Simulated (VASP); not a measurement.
Wanted: the native input for a VASP 6.6.1 run.

```yaml
Task: single point
Functional: PBE
Potentials_or_basis: VASP PAW PBE potentials, release 64 (Hf_pv, N)
Cutoff: 600 eV
k_mesh: 10 × 10 × 10
Occupations: fermi-dirac, width 0.03 eV
Spin: no spin polarisation
Dipole_correction: no
Further_INCAR_settings: ALGO = Normal; EDIFF = 1e-06; NBANDS = 14
```

The structure of HfN lies in POSCAR:

```
HfN
1.0
    0.0000000000      2.2438384694      2.2438384694
    2.2438384694      0.0000000000      2.2438384694
    2.2438384694      2.2438384694      0.0000000000
Hf N
1 1
Direct
    0.0000000000      0.0000000000      0.0000000000
    0.5000000000      0.5000000000      0.5000000000
```

This cell differs from its parent crystal: volume scaled by 0.98.

These files were run (other wordings do the same):

INCAR

```
PREC = Accurate ; ENCUT = 600
EDIFF = 1E-6 ; ISMEAR = -1
SIGMA = 0.03 ; LREAL = False
LASPH = True ; NELM = 120
ALGO = Normal ; ISIF = 2
LWAVE = False ; LCHARG = True
GGA = PE ; LELF = True
LVHAR = True ; NBANDS = 14
GGA_COMPAT = False
```

KPOINTS

```
regular mesh
0
Gamma
  10 10 10
```

Potentials or basis: VASP PAW PBE potentials, release 64 (Hf_pv, N).

The run is started by

```sh
$ cat potpaw_PBE.64/Hf_pv/POTCAR potpaw_PBE.64/N/POTCAR > POTCAR
$ mpirun -np 1 vasp_std > vasp.out
```

Results of the run:

- Pressure: 8.9 GPa

Wall time 29 s on 1 thread of AMD EPYC 7R13, with other jobs on the host, peak memory 0.14 GiB.
